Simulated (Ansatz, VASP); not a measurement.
**Na2S in VASP and in Ansatz**

```
CELL_PARAMETERS angstrom
0.00000 3.21198 3.21198
3.21198 0.00000 3.21198
3.21198 3.21198 0.00000
ATOMIC_POSITIONS crystal
Na 0.25000 0.25000 0.25000
Na 0.75000 0.75000 0.75000
S 0.00000 0.00000 0.00000
```

Alike in both runs: functional r2SCAN; k mesh 8 × 8 × 8; occupations fermi-dirac, width 0.02 eV; no spin polarisation.

Ansatz relaxed the structure, and its values are those at the end. VASP's run is a single point on that final structure, the one shown.

```csv
,VASP,Ansatz
version,VASP 6.6.1,Ansatz 0.2.0
potentials or method,"VASP PAW PBE potentials, release 64 (Na_pv, S), cutoff 550 eV",PAW plane waves
valence electrons in the cell,20,24
```

```tsv
	VASP	Ansatz	Ansatz less VASP
gap on the k mesh at the Fermi level (eV)	3.26	3.23	-0.024
pressure (GPa)	1.3	1.4	+0.09
```

VASP's potentials were made for PBE, not for r2SCAN. VASP's potentials hold 20 valence electrons a cell and Ansatz's 24, so a difference there can come from the potentials and not from the codes. Ansatz's warnings: stress scf threshold loose.
